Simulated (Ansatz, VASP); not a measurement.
Si5N: VASP beside Ansatz

File INCAR:

```
SYSTEM = Si5N
ALGO = Normal
EDIFF = 1E-7
EDIFFG = -0.01
ENCUT = 600
GGA = PE
IBRION = 2
ISIF = 3
ISMEAR = 0
LASPH = .TRUE.
LCHARG = .FALSE.
LREAL = .FALSE.
LWAVE = .FALSE.
NELM = 100
NSW = 100
PREC = Accurate
SIGMA = 0.1
```

File KPOINTS:

```
k-points
0
G
  10 10 10
  0 0 0
```

File POSCAR:

```
Si5N
1.0
    0.0000000000      3.4938084718      3.4938084718
    3.4938084718      0.0000000000      3.4938084718
    3.4938084718      3.4938084718      0.0000000000
Si N
5 1
Direct
    0.8757204258      0.3728387225      0.8757204258
    0.8757204258      0.8757204258      0.8757204258
    0.3728387225      0.8757204258      0.8757204258
    0.8757204258      0.8757204258      0.3728387225
    0.5000000000      0.5000000000      0.5000000000
    0.2500000000      0.2500000000      0.2500000000
```

Input for Ansatz:

```yaml
crystal:
  lattice:
    - [0.0, 3.4938084718, 3.4938084718]
    - [3.4938084718, 0.0, 3.4938084718]
    - [3.4938084718, 3.4938084718, 0.0]
  atoms:
    - { symbol: Si, position: [0.8757204258, 0.3728387225, 0.8757204258] }
    - { symbol: Si, position: [0.8757204258, 0.8757204258, 0.8757204258] }
    - { symbol: Si, position: [0.3728387225, 0.8757204258, 0.8757204258] }
    - { symbol: Si, position: [0.8757204258, 0.8757204258, 0.3728387225] }
    - { symbol: Si, position: [0.5, 0.5, 0.5] }
    - { symbol: "N", position: [0.25, 0.25, 0.25] }
basis:
  ecutwfc: 420
kpoints:
  mp_grid: { grid: [10, 10, 10] }
hamiltonian:
  xc: pbe
scf:
  occupations: { method: gaussian, width: 0.1 }
output:
  forces: true
  stress: true
  eigenvalues: true
  write_density: true
  write_potential: true
  elf: true
  volumetric_format: npy
relax:
  adjacent_minimum: "off"
  f_tol: 0.01
  max_steps: 80
  cell: { stress_tol: 0.05 }
```

Alike in both runs: task relaxation of cell and atoms; functional PBE; k mesh 10 × 10 × 10; occupations gaussian, width 0.1 eV; no spin polarisation.

|  | VASP | Ansatz |
| --- | --- | --- |
| version | VASP 6.6.1 | Ansatz 0.2.0 |
| potentials or method | VASP PAW PBE potentials, release 64 (Si, N), cutoff 600 eV | scalar-relativistic, plane waves, PAW |
| valence electrons in the cell | 25 | 25 |

```csv
,VASP,Ansatz,Ansatz less VASP
"gap on the k mesh at the Fermi level, each at its own relaxed structure (eV)",none,none,-
relaxed volume (Å³/atom),14.26,14.26,+0.004
relaxed cell length with the largest relative difference (Å),4.946,4.946,+0.0005
```

A gap of «none» marks a metal or a gap that the smearing closes.
